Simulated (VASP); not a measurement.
Write the native input for VASP 6.6.1 that does the following.

```
Task                   : single point
Functional             : PBE
Potentials or basis    : VASP PAW PBE potentials, release 64 (Sb, Al, La)
Cutoff                 : 520 eV
k mesh                 : 5 × 5 × 3
Occupations            : methfessel-paxton, width 0.0883 eV
Spin                   : no spin polarisation
Hubbard terms          : La f U = 3.0 eV
Dipole correction      : no
Further INCAR settings : ALGO = Normal; EDIFF = 1e-06; NBANDS = 22
```

The structure of LaAl2Sb2 lies in POSCAR:

```
LaAl2Sb2
1.0
    2.3170260000      4.0132050000      0.0000000000
   -2.3170260000      4.0132050000      0.0000000000
    0.0000000000      0.0000000000      7.5630910000
Sb Al La
2 2 1
Direct
    0.3333000000      0.3334000000      0.2719200000
    0.6667000000      0.6666000000      0.7280800000
    0.3333000000      0.3334000000      0.6387000000
    0.6667000000      0.6666000000      0.3613000000
    0.0000000000      0.0000000000      0.0000000000
```

One way to write it, as run:

INCAR

```
ALGO = Normal
EDIFF = 1E-6
ENCUT = 520
GGA = PE
ISIF = 2
ISMEAR = 1
LASPH = T
LCHARG = T
LDAU = T
LDAUJ = 0 0 0
LDAUL = -1 -1 3
LDAUPRINT = 1
LDAUTYPE = 2
LDAUU = 0 0 3
LELF = T
LMAXMIX = 6
LREAL = F
LVHAR = T
LWAVE = F
NBANDS = 22
NELM = 150
PREC = Accurate
SIGMA = 0.0883
```

KPOINTS

```
k-points
0
Gamma
  5 5 3
```

Potentials or basis: VASP PAW PBE potentials, release 64 (Sb, Al, La).

The run is started by

```sh
$ cat potpaw_PBE.64/Sb/POTCAR potpaw_PBE.64/Al/POTCAR potpaw_PBE.64/La/POTCAR > POTCAR
$ mpirun -np 1 vasp_std > vasp.out
```

It gave:

| Item | Value |
| --- | --- |
| Pressure | 0.1 GPa |
| Largest force | 0.363 eV/Å |
| Band gap on the k mesh | zero (an odd number of electrons rules out a gap without spin polarisation) |

Caveat: spin-orbit coupling is left out, which moves the levels of the heavy elements; U without spin polarisation on a metal has little footing; the U is typed as a test and isn't derived for this compound.

Wall time 84 s on 1 thread of Intel(R) Xeon(R) Platinum 8259CL CPU @ 2.50GHz (Skylake/Cascade Lake), on a shared host, peak memory 0.3 GiB.
